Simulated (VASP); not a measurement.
Crystal: Al2Pt.

```xyz
3
Lattice="0.0000 2.9550 2.9550 2.9550 0.0000 2.9550 2.9550 2.9550 0.0000" Properties=species:S:1:pos:R:3 pbc="T T T"
Pt    0.0000    0.0000    0.0000
Al    4.4325    4.4325    4.4325
Al    1.4775    1.4775    1.4775
```

Base run:

- Program: VASP 6.6.1
- Functional: PBE
- Potentials or basis: VASP PAW PBE potentials, release 64 (Pt, Al)
- Cutoff: 520 eV
- k mesh: 8 × 8 × 8
- Occupations: fermi-dirac, width 0.05 eV
- Spin: non-collinear spin, zero start, spin-orbit coupling
- Starting moments: [[0.0, 0.0, 0.0], [0.0, 0.0, 0.0], [0.0, 0.0, 0.0]] μB

Its results: pressure 2.0 GPa; net moment 0.00 μB per cell.

Task: The run is repeated on the same cell with these changes: functional from PBE to PBEsol; k mesh from 8 × 8 × 8 to 6 × 6 × 6. What comes out?

Result: Pressure -1.4 GPa; net moment 0.00 μB per cell.

Several settings changed at once, so the effect can't be laid on one alone.

Caveats: the PAW data sets were made with another functional, which shifts forces and pressure a little (some runs).
